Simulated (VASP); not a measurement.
# Si2W (MoSi2 type): single point with LDA

The system is Si2W (MoSi2 type).

```
W Si
1.0
    -1.41331    1.41331    3.55254
     1.41331   -1.41331    3.55254
     1.41331    1.41331   -3.55254
W Si
1 2
Direct
  0.00000 0.00000 0.00000
  0.33028 0.33028 0.00000
  0.66972 0.66972 0.00000
```

* Program: VASP 6.6.1
* Task: single point
* Functional: LDA
* Potentials or basis: VASP PAW LDA potentials, release 64 (W_sv, Si)
* Cutoff: 520 eV
* k mesh: 14 × 14 × 14
* Occupations: fermi-dirac, width 0.08 eV
* Spin: no spin polarisation

* Pressure: 159.1 GPa
* Largest force: 0.037 eV/Å
* Band gap on the k mesh: zero (band 11 reaches 19.25 eV, above the bottom of band 12 at 17.11 eV)

Forces on the atoms (eV/Å):
```
W    0.000  0.000  0.000
Si   0.000  0.000 -0.037
Si   0.000  0.000  0.037
```

Stress tensor (GPa, compression positive):
```
159.05   0.00   0.00
  0.00 159.05   0.00
  0.00   0.00 159.22
```

Levels at points of the mesh, in eV from the Fermi level:
| k point | band 9 | band 10 | band 11 | band 12 | band 13 | band 14 |
| --- | --- | --- | --- | --- | --- | --- |
| (0.00, 0.00, 0.00) | -3.90 | -3.57 | 1.22 | 1.23 | 4.91 | 4.91 |
| (0.50, 0.00, 0.00) | -4.48 | -3.70 | -1.01 | 3.51 | 4.22 | 4.66 |
| (0.50, 0.50, 0.00) | -5.37 | -5.27 | -1.02 | 3.98 | 4.48 | 5.12 |
| (0.50, 0.50, 0.50) | -0.90 | -0.90 | -0.52 | -0.52 | 1.55 | 5.39 |

It took 73 s on 1 thread of AMD EPYC 9R45 96-Core Processor (Zen 5), on a shared host, peak memory 0.22 GiB.

Caveat: spin-orbit coupling is left out, which moves the levels of the heavy elements.
